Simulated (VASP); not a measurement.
Here is a VASP 6.6.1 calculation.

File INCAR:

```
SYSTEM = KBr
PREC     = Accurate       ! precision mode
ENCUT    = 600            ! plane-wave cutoff, eV
EDIFF    = 1E-7           ! SCF threshold, eV
ISMEAR   = 0              ! smearing method
SIGMA    = 0.02           ! smearing width, eV
LREAL    = .FALSE.        ! projectors in reciprocal space
LASPH    = .TRUE.         ! aspherical terms in the spheres
NELM     = 80             ! most SCF steps
ALGO     = Normal         ! electronic algorithm
ISIF     = 3              ! what is computed and relaxed
LWAVE    = .FALSE.        ! write WAVECAR
LCHARG   = .FALSE.        ! write CHGCAR
GGA      = PS             ! functional
IBRION   = 2              ! ionic algorithm
NSW      = 100            ! ionic steps
EDIFFG   = -0.005         ! ionic threshold
```

The input KPOINTS:

```
regular mesh
0
G
  6 6 6
  0 0 0
```

POSCAR

```
KBr
1.0
    0.0000000000      3.2925000000      3.2925000000
    3.2925000000      0.0000000000      3.2925000000
    3.2925000000      3.2925000000      0.0000000000
K Br
1 1
Direct
    0.0000000000      0.0000000000      0.0000000000
    0.5000000000      0.5000000000      0.5000000000
```

Potentials or basis: VASP PAW PBE potentials, release 64 (K_sv, Br).

Launch:

```sh
$ cat potpaw_PBE.64/K_sv/POTCAR potpaw_PBE.64/Br/POTCAR > POTCAR
$ mpirun -np 1 vasp_std > vasp.out
```

Task: Estimate the relaxed volume.

Result: 35.27 Å³/atom.

Task: Estimate the space group after relaxing (to 0.05 Å).

Result: Fm-3m (No. 225).

The path:
| step | energy change (eV) | largest force (eV/Å) | pressure (GPa) | volume (Å³) |
| --- | --- | --- | --- | --- |
| 1 | 0.0000 | 0.0000 | -0.18 | 71.39 |
| 2 | -0.0004 | 0.0000 | -0.09 | 70.98 |
| 3 | -0.0005 | 0.0000 | -0.03 | 70.68 |
| 4 | -0.0005 | 0.0000 | 0.00 | 70.55 |

Caveat: the PAW data sets were made with another functional, which shifts forces and pressure a little.
